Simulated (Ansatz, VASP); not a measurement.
**AgCl: VASP beside Ansatz**

INCAR

```
ALGO     = Normal         # electronic algorithm
EDIFF    = 1E-6           # SCF threshold, eV
ENCUT    = 520            # plane-wave cutoff, eV
GGA      = PS             # functional
ISIF     = 2              # what is computed and relaxed
ISMEAR   = 0              # smearing method
LASPH    = T              # aspherical terms in the spheres
LCHARG   = T              # write CHGCAR
LELF     = T              # ELF
LREAL    = F              # projectors in reciprocal space
LVHAR    = T            
LWAVE    = F              # write WAVECAR
NBANDS   = 16             # bands
NELM     = 80             # most SCF steps
PREC     = Accurate       # precision mode
SIGMA    = 0.05           # smearing width, eV
```

The input KPOINTS:

```
k-points
0
Gamma
  10 10 10
```

Contents of POSCAR:

```
AgCl
1.0
    3.4339730000      0.0000000000      0.0000000000
    0.0000000000      3.4339730000      0.0000000000
    0.0000000000      0.0000000000      3.0476510375
Ag Cl
1 1
Direct
    0.0000000000      0.0000000000      0.0000000000
    0.5000000000      0.5000000000      0.5000000000
```

Input for Ansatz:

```yaml
crystal:
  lattice:
    - [3.433973, 0.0, 0.0]
    - [0.0, 3.433973, 0.0]
    - [0.0, 0.0, 3.0476510375]
  atoms:
    - { symbol: Ag, position: [0.0, 0.0, 0.0] }
    - { symbol: Cl, position: [0.5, 0.5, 0.5] }
basis:
  ecutwfc: 420
kpoints:
  mp_grid: { grid: [10, 10, 10] }
hamiltonian:
  xc: pbesol
scf:
  occupations: { method: gaussian, width: 0.05 }
output:
  forces: true
  stress: true
  eigenvalues: true
```

Change from the starting cell: strain -0.1125 x Voigt [0, 0, 1, 0, 0, 0], atoms carried along.

Alike in both runs: task single point; functional PBEsol; k mesh 10 × 10 × 10; occupations gaussian, width 0.05 eV; no spin polarisation.

```csv
,VASP,Ansatz
version,VASP 6.6.1,Ansatz 0.2.0
potentials or method,"VASP PAW PBE potentials, release 64 (Ag, Cl), cutoff 520 eV","scalar-relativistic, plane waves, PAW"
valence electrons in the cell,18,26
```

VASP gave:

* gap on the k mesh at the Fermi level (eV): 0.09
* least direct gap on the mesh (eV): 1.29
* pressure (GPa): 2.2
* traceless stress, the component that is largest in VASP (GPa): 5.77

Problem. What did Ansatz give for the same quantities?

Solution. gap on the k mesh at the Fermi level (eV): 0.09; least direct gap on the mesh (eV): 1.29; pressure (GPa): 2.3; traceless stress, the component that is largest in VASP (GPa): 5.76.

VASP's potentials were made for PBE, not for PBEsol. With one functional, cell and mesh, what is left measures potentials, basis and numerics. VASP's potentials hold 18 valence electrons a cell and Ansatz's 26, so a difference there can come from the potentials and not from the codes.
